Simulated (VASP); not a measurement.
# W (Im-3m) in VASP: notebook

The runs below take W through relaxation of cell and atoms, with PBE+D3(BJ), revPBE+D3(BJ), r2SCAN+D4.

Everything below comes from runs of VASP 6.6.1. Logs are shortened: lines on timing, memory, paths and dates and some standing lists are left out, and cuts for length are marked.

## (1) The cell of the first run

Symmetry: Im-3m, No. 229, cubic system. The conventional cell has a = 3.165 Å, b = 3.165 Å, c = 3.165 Å, α = 90.00°, β = 90.00°, γ = 90.00°. Within 3.6 Å of W (site symmetry m-3m) lie 14 W at 2.74 to 3.16 Å.

## (2) Relaxation of cell and atoms, PBE+D3(BJ)

The input, INCAR:

```
SYSTEM = W
  PREC = Accurate
  ENCUT = 600
  EDIFF = 1E-7
  ISMEAR = 1
  SIGMA = 0.1
  LREAL = .False.
  LASPH = .True.
  NELM = 60
  ALGO = Normal
  ISIF = 3
  LWAVE = .False.
  LCHARG = .False.
  GGA = PE
  IVDW = 12
  IBRION = 2
  NSW = 80
  EDIFFG = -0.01
```

The input, KPOINTS:

```
regular mesh
0
Gamma
  12 12 12
  0 0 0
```

The input, POSCAR:

```
W
1.0
   -1.5823450000      1.5823450000      1.5823450000
    1.5823450000     -1.5823450000      1.5823450000
    1.5823450000      1.5823450000     -1.5823450000
W
1
Direct
    0.0000000000      0.0000000000      0.0000000000
```

Potentials or basis: VASP PAW PBE potentials, release 64 (W_sv).

Run with:

```sh
$ cat potpaw_PBE.64/W_sv/POTCAR > POTCAR
$ mpirun -np 1 vasp_std > vasp.out
```

OUTCAR:

```text
SYSTEM = W
   PREC = Accurate
   ENCUT = 600
   EDIFF = 1E-7
   ISMEAR = 1
   LREAL = .False.
   LASPH = .True.
   NELM = 60
   ISIF = 3
   GGA = PE
   IVDW = 12
   IBRION = 2
   NSW = 80
   EDIFFG = -0.01
 IVDW          = 12

 ion  position               nearest neighbor table
   1  0.000  0.000  0.000-

  LATTYP: Found a body centered cubic cell.
 ALAT       =     3.1646900000

  Lattice vectors:

 A1 = (  -1.5823450000,   1.5823450000,   1.5823450000)
 A2 = (   1.5823450000,  -1.5823450000,   1.5823450000)
 A3 = (   1.5823450000,   1.5823450000,  -1.5823450000)

Analysis of symmetry for initial positions (statically):
=====================================================================
 Subroutine PRICEL returns:
 Original cell was already a primitive cell.

 Routine SETGRP: Setting up the symmetry group for a
 body centered cubic supercell.

 Subroutine GETGRP returns: Found 48 space group operations
 (whereof 48 operations were pure point group operations)
 out of a pool of 48 trial point group operations.

The static configuration has the point symmetry O_h .

Analysis of symmetry for dynamics (positions and initial velocities):
=====================================================================
 Subroutine PRICEL returns:
 Original cell was already a primitive cell.

 Routine SETGRP: Setting up the symmetry group for a
 body centered cubic supercell.

 Subroutine GETGRP returns: Found 48 space group operations
 (whereof 48 operations were pure point group operations)
 out of a pool of 48 trial point group operations.

The dynamic configuration has the point symmetry O_h .

 Subroutine INISYM returns: Found 48 space group operations
 (whereof 48 operations are pure point group operations),
 and found     1 'primitive' translations

----------------------------------------------------------------------------------------

                                     Primitive cell

  volume of cell :      15.8476

  direct lattice vectors                    reciprocal lattice vectors
    -1.582345000  1.582345000  1.582345000     0.000000000  0.315986716  0.315986716
     1.582345000 -1.582345000  1.582345000     0.315986716  0.000000000  0.315986716
     1.582345000  1.582345000 -1.582345000     0.315986716  0.315986716  0.000000000

  length of vectors
     2.740701935  2.740701935  2.740701935     0.446872699  0.446872699  0.446872699

  position of ions in fractional coordinates (direct lattice)
     0.000000000  0.000000000  0.000000000

  ion indices of the primitive-cell ions
   primitive index   ion index
                 1           1

----------------------------------------------------------------------------------------

 KPOINTS: regular mesh

Automatic generation of k-mesh.
 Grid dimensions read from file:
 generate k-points for:   12   12   12

 Generating k-lattice:

  Cartesian coordinates                     Fractional coordinates (reciprocal lattice)
     0.000000000  0.026332226  0.026332226     0.083333333  0.000000000  0.000000000
     0.026332226  0.000000000  0.026332226     0.000000000  0.083333333  0.000000000
     0.026332226  0.026332226  0.000000000     0.000000000  0.000000000  0.083333333

  Length of vectors
     0.037239392  0.037239392  0.037239392

  Shift w.r.t. Gamma in fractional coordinates (k-lattice)
     0.000000000  0.000000000  0.000000000

 Subroutine IBZKPT returns following result:
 ===========================================

 Found     72 irreducible k-points:

 Following reciprocal coordinates:
            Coordinates               Weight
  0.000000  0.000000  0.000000      1.000000
  0.083333  0.000000  0.000000     12.000000
  0.166667  0.000000  0.000000     12.000000
  0.250000  0.000000  0.000000     12.000000
  0.333333  0.000000  0.000000     12.000000
  0.416667  0.000000  0.000000     12.000000
[... 16 lines left out ...]
  0.333333  0.083333  0.083333     24.000000
  0.416667  0.083333  0.083333     12.000000
 [... further k-points ...]
   k-points           NKPTS =     72   k-points in BZ     NKDIM =     72   number of bands    NBANDS=     11
   number of dos      NEDOS =    301   number of ions     NIONS =      1
   total plane-waves  NPLWV =  13824
   dimension x,y,z NGX =    24 NGY =   24 NGZ =   24
   dimension x,y,z NGXF=    48 NGYF=   48 NGZF=   48
   ions per type =               1
   NGX,Y,Z   is equivalent  to a cutoff of  14.56, 14.56, 14.56 a.u.
   NGXF,Y,Z  is equivalent  to a cutoff of  29.12, 29.12, 29.12 a.u.
 SYSTEM =  W
   PREC   = accura    normal or accurate (medium, high low for compatibility)
   ISTART =      0    job   : 0-new  1-cont  2-samecut
   ICHARG =      2    charge: 1-file 2-atom 10-const
   ISPIN  =      1    spin polarized calculation?
   LNONCOLLINEAR =      F non collinear calculations
   LSORBIT =      F    spin-orbit coupling
   LASPH  =      T    aspherical Exc in radial PAW
   ENCUT  =  600.0 eV  44.10 Ry    6.64 a.u.   5.47  5.47  5.47*2*pi/ulx,y,z
   NELM   =     60;   NELMIN=  2; NELMDL= -5     # of ELM steps
   EDIFF  = 0.1E-06   stopping-criterion for ELM
   LREAL  =      F    real-space projection
   EDIFFG = -.1E-01   stopping-criterion for IOM
   NSW    =     80    number of steps for IOM
   IBRION =      2    ionic relax: 0-MD 1-quasi-New 2-CG
   NFREE  =      1    steps in history (QN), initial steepest desc. (CG)
   ISIF   =      3    stress and relaxation
   ISYM   =      2    0-nonsym 1-usesym 2-fastsym
   POTIM  = 0.5000    time-step for ionic-motion
   TEBEG  =    0.0;   TEEND  =   0.0 temperature during run
   PSTRESS=    0.0 pullay stress
   NELECT =      14.0000    total number of electrons
   NUPDOWN=      -1.0000    fix difference up-down
   EMIN   =  10.00;   EMAX   =-10.00  energy-range for DOS
   EFERMI =   0.00;   METHOD = LEGACY
   ISMEAR =     1;   SIGMA  =   0.10  broadening in eV -4-tet -1-fermi 0-gaus
   EFERMI_NEDOS =   21; number of points for ismear=-14 and -15
   IALGO  =     38    algorithm
   IMIX   =      4    mixing-type and parameters
     AMIX     =   0.40;   BMIX     =  1.00
     AMIX_MAG =   1.60;   BMIX_MAG =  1.00
  volume/ion in A,a.u.               =      15.85       106.94
  Fermi-wavevector in a.u.,A,eV,Ry     =   1.570832  2.968442 33.572544  2.467512
  Thomas-Fermi vector in A             =   2.672506
   LORBIT       =      0    0 simple, 1 ext, 2 COOP (PROOUT), +10 PAW based schemes
   GGA     = PE    functional components
   LHFCALC =     F    Hartree Fock is set to
   AEXX    =    0.0000 exact exchange contribution
   IVDW    =    12    specifies the selected vdW correction
   LEPSILON=     F    determine dielectric tensor
   LRPA    =     F    only Hartree local field effects (RPA)
 conjugate gradient relaxation of ions
 non-spin polarized calculation
 Methfessel and Paxton  Order N= 1 SIGMA  =   0.10
  energy-cutoff  :      600.00
  volume of cell :       15.85
 maximum number of plane-waves:       543
 NGX is ok and might be reduce to    24
   NGX = 11   NGY = 11   NGZ = 11

--------------------------------------- Ionic step        1  -------------------------------------------

 number of electron      14.0000002 magnetization

 Free energy of the ion-electron system (eV)
  ---------------------------------------------------
  ext. energy  EPLUGINS =         0.00000000
  ---------------------------------------------------
  free energy    TOTEN  =       -12.94835366 eV

  energy without entropy =      -12.94757018  energy(sigma->0) =      -12.94809250

------------------------ aborting loop because EDIFF is reached ----------------------------------------

 Edisp (eV)   -0.69548

 E8    (eV) :    -0.3566

  FORCE on cell =-STRESS in cart. coord.  units (eV):
  Direction    XX          YY          ZZ          XY          YZ          ZX
  --------------------------------------------------------------------------------------
  -------------------------------------------------------------------------------------
  Total      -0.06684    -0.06684    -0.06684     0.00000     0.00000    -0.00000
  in kB      -6.75763    -6.75763    -6.75763     0.00000     0.00000    -0.00000
  external pressure =       -6.76 kB  Pullay stress =        0.00 kB
[... 59 lines left out ...]
  energy  without entropy=      -13.6421658319  energy(sigma->0) =      -13.64274669

--------------------------------------- Ionic step        3  -------------------------------------------

 number of electron      14.0000001 magnetization

 Free energy of the ion-electron system (eV)
  ---------------------------------------------------
  ext. energy  EPLUGINS =         0.00000000
  ---------------------------------------------------
  free energy    TOTEN  =       -12.94684413 eV

  energy without entropy =      -12.94603467  energy(sigma->0) =      -12.94657431

 E-fermi :  11.3783     XC(G=0): -13.6558

 val. band max:       11.3529390836   @ k =  -0.2500   0.3333   0.1667
 cond. band min:      11.4032200829   @ k =  -0.1667   0.1667   0.0833
 fundamental gap:      0.0502809993
 Fermi energy:        11.3783099710

 k-point     1 :       0.0000    0.0000    0.0000
  band No.  band energies     occupation
      1     -62.7088      2.00000
      2     -26.2662      2.00000
      3     -26.2662      2.00000
      4     -26.2662      2.00000
      5       1.8289      2.00000
      6      10.2431      2.00000
      7      10.2431      2.00000
      8      10.2431      2.00000
      9      13.7437      0.00000
     10      13.7437      0.00000
     11      26.0026      0.00000
[... 309 lines left out ...]
 k-point    24 :       0.4167    0.0833    0.0833
  band No.  band energies     occupation
      1     -62.5708      2.00000
      2     -27.4785      2.00000
      3     -26.7479      2.00000
      4     -26.3609      2.00000
      5       5.8529      2.00000
      6       7.8559      2.00000
      7      11.2079      2.03675
      8      13.8873      0.00000
      9      14.6615      0.00000
     10      18.9262      0.00000
     11      21.4434      0.00000

 [... further k-points ...]

------------------------ aborting loop because EDIFF is reached ----------------------------------------

 Edisp (eV)   -0.69706

 E8    (eV) :    -0.3574

  FORCE on cell =-STRESS in cart. coord.  units (eV):
  Direction    XX          YY          ZZ          XY          YZ          ZX
  --------------------------------------------------------------------------------------
  -------------------------------------------------------------------------------------
  Total       0.00084     0.00084     0.00084    -0.00000    -0.00000     0.00000
  in kB       0.08545     0.08545     0.08545    -0.00000    -0.00000     0.00000
  external pressure =        0.09 kB  Pullay stress =        0.00 kB
[... 16 lines left out ...]
  FREE ENERGIE OF THE ION-ELECTRON SYSTEM (eV)
  ---------------------------------------------------
  free  energy   TOTEN  =       -13.6439072144 eV

  energy  without entropy=      -13.6430977623  energy(sigma->0) =      -13.64363740

 reached required accuracy - stopping structural energy minimisation
```

It took 45 s on 1 thread of Intel Xeon 8259CL, shared host; peak memory 0.16 GiB.

Results:

| Property | Result |
| --- | --- |
| Free energy | -13.6439 eV |
| Relaxed volume | 15.81 Å³/atom |
| Relaxed cell | a = 2.739 Å, b = 2.739 Å, c = 2.739 Å, α = 109.47°, β = 109.47°, γ = 109.47° |
| Space group after relaxing (to 0.1 Å) | Im-3m (No. 229) |
| Energy gained by relaxing | 0.1 meV/atom |
| Ionic steps | 3 |
| Pressure after relaxing | 0.0 GPa |
| Band gap on the k mesh | zero (bands 7 and 8 overlap by 6.42 eV) |
| Dispersion energy per atom | -0.697 eV |

Final structure:
```
W
1.0
    -1.58118    1.58118    1.58118
     1.58118   -1.58118    1.58118
     1.58118    1.58118   -1.58118
W
1
Direct
  0.00000 0.00000 0.00000
```

Caveat: spin-orbit coupling is left out, which moves the levels of the heavy elements.

## (3) Relaxation of cell and atoms, revPBE+D3(BJ)

The input, INCAR:

```
ALGO = Normal
EDIFF = 1E-6
EDIFFG = -0.01
ENCUT = 600
GGA = RE
IBRION = 2
ISIF = 3
ISMEAR = 1
IVDW = 12
LASPH = T
LCHARG = F
LREAL = F
LWAVE = F
NELM = 60
NSW = 80
PREC = Accurate
SIGMA = 0.1
```

The input, KPOINTS:

```
k-points
0
Gamma
  12 12 12
```

POSCAR is that of step 2.

Potentials or basis: VASP PAW PBE potentials, release 64 (W_sv).

Run with:

```sh
$ cat potpaw_PBE.64/W_sv/POTCAR > POTCAR
$ mpirun -np 1 vasp_std > vasp.out
```

Wall time 48 s (1 thread of Intel Xeon 8259CL, shared host); peak memory 0.17 GiB.

Results (log left out):

- Free energy: -13.7538 eV
- Relaxed volume: 15.67 Å³/atom
- Relaxed cell: a = 2.730 Å, b = 2.730 Å, c = 2.730 Å, α = 109.47°, β = 109.47°, γ = 109.47°
- Space group after relaxing (to 0.1 Å): Im-3m (No. 229)
- Energy gained by relaxing: 2.1 meV/atom
- Ionic steps: 3
- Pressure after relaxing: -0.1 GPa
- Band gap on the k mesh: zero (bands 7 and 8 overlap by 6.50 eV)
- Dispersion energy per atom: -1.265 eV

Step by step:
```tsv
step	energy change (eV)	largest force (eV/Å)	pressure (GPa)	volume (Å³)
1	0.0000	0.0000	-3.65	15.85
2	0.0246	0.0000	14.15	15.03
3	-0.0021	0.0000	-0.05	15.67
```

Final structure:
```
W
1.0
    -1.57625    1.57625    1.57625
     1.57625   -1.57625    1.57625
     1.57625    1.57625   -1.57625
W
1
Direct
  0.00000 0.00000 0.00000
```

Levels at points of the mesh, in eV from the Fermi level:
```csv
k point,band 4,band 5,band 6,band 7,band 8,band 9,band 10,band 11
"(0.00, 0.00, 0.00)",-37.64,-9.61,-1.15,-1.15,-1.15,2.40,2.40,14.62
"(0.50, 0.00, 0.00)",-37.65,-6.26,-3.53,0.79,2.30,3.29,6.35,11.60
"(0.50, 0.50, 0.50)",-38.57,-5.83,-5.83,5.35,5.35,5.35,8.43,8.43
```

Caveat: the PAW data sets were made with another functional, which shifts forces and pressure a little; spin-orbit coupling is left out, which moves the levels of the heavy elements.

## (4) Relaxation of cell and atoms, r2SCAN+D4

POSCAR is that of step 3.

The input, INCAR.step1:

```
PREC = Accurate
ENCUT = 600
ISMEAR = 1
SIGMA = 0.1
LREAL = False
LASPH = True
NELM = 60
GGA = PE
ALGO = Normal
EDIFF = 1E-4
LWAVE = True
LCHARG = False
```

The input, INCAR.step2:

```
PREC = Accurate
ENCUT = 600
EDIFF = 1E-6
ISMEAR = 1
SIGMA = 0.1
LREAL = False
LASPH = True
NELM = 60
ALGO = Normal
ISIF = 3
LWAVE = False
LCHARG = False
METAGGA = R2SCAN
LMIXTAU = True
IVDW = 13
VDW_S6 = 1.0
VDW_S8 = 0.6018749
VDW_A1 = 0.51559235
VDW_A2 = 5.77342911
IBRION = 2
NSW = 80
EDIFFG = -0.01
ISTART = 1
```

The input, KPOINTS:

```
regular mesh
0
Gamma
  12 12 12
```

Run with:

```sh
$ cat potpaw_PBE.64/W_sv/POTCAR > POTCAR
$ cp INCAR.step1 INCAR
$ mpirun -np 1 vasp_std > vasp.out
$ cp INCAR.step2 INCAR
$ mpirun -np 1 vasp_std > vasp.out
```

Wall time 2.8 min (1 thread of Intel Xeon 8259CL, shared host); peak memory 0.16 GiB.

Results (log left out):

| Property | Result |
| --- | --- |
| Free energy | -51.5739 eV |
| Relaxed volume | 15.90 Å³/atom |
| Relaxed cell | a = 2.744 Å, b = 2.744 Å, c = 2.744 Å, α = 109.47°, β = 109.47°, γ = 109.47° |
| Space group after relaxing (to 0.1 Å) | Im-3m (No. 229) |
| Energy gained by relaxing | 0.2 meV/atom |
| Ionic steps | 3 |
| Pressure after relaxing | 0.0 GPa |
| Band gap on the k mesh | zero (bands 7 and 8 overlap by 6.59 eV) |
| Dispersion energy per atom | -0.219 eV |

The path:
| step | energy change (eV) | largest force (eV/Å) | pressure (GPa) | volume (Å³) |
| --- | --- | --- | --- | --- |
| 1 | 0.0000 | 0.0000 | 1.13 | 15.85 |
| 2 | 0.0025 | 0.0000 | -4.12 | 16.11 |
| 3 | -0.0002 | 0.0000 | -0.04 | 15.90 |

Final structure:
```cif
data_structure
_symmetry_space_group_name_H-M 'P 1'
_symmetry_Int_Tables_number 1
_cell_length_a 2.7438
_cell_length_b 2.7438
_cell_length_c 2.7438
_cell_angle_alpha 109.471
_cell_angle_beta 109.471
_cell_angle_gamma 109.471
_cell_volume 15.90
loop_
_atom_site_label
_atom_site_type_symbol
_atom_site_fract_x
_atom_site_fract_y
_atom_site_fract_z
_atom_site_occupancy
W1 W 0.00000 0.00000 0.00000 1
```

Levels at points of the mesh, in eV from the Fermi level:
```csv
k point,band 5,band 6,band 7,band 8,band 9,band 10
"(0.00, 0.00, 0.00)",-9.97,-1.14,-1.14,-1.14,2.69,2.69
"(0.50, 0.00, 0.00)",-6.40,-3.59,0.66,2.53,3.58,6.45
"(0.50, 0.50, 0.50)",-5.85,-5.85,5.45,5.45,5.45,8.66
```

Caveat: the PAW data sets were made with another functional, which shifts forces and pressure a little; spin-orbit coupling is left out, which moves the levels of the heavy elements.

## (5) Overview

```tsv
level	gap on the mesh (eV)	pressure (GPa)	relaxed volume (Å³/atom)
PBE+D3(BJ)	none	0.0	15.81
revPBE+D3(BJ)	none	-0.1	15.67
r2SCAN+D4	none	0.0	15.90
```

Alike in all rows: task relaxation of cell and atoms; potentials or basis VASP PAW PBE potentials, release 64 (W_sv); no spin polarisation; cell relaxed; k mesh 12 × 12 × 12; cutoff (eV) 600; smearing methfessel-paxton 0.1 eV.

Caveats: spin-orbit coupling is left out, which moves the levels of the heavy elements; the PAW data sets were made with another functional, which shifts forces and pressure a little (at least some runs).

Total energies depend on the potentials used, so only differences within one code and one set of settings carry meaning.
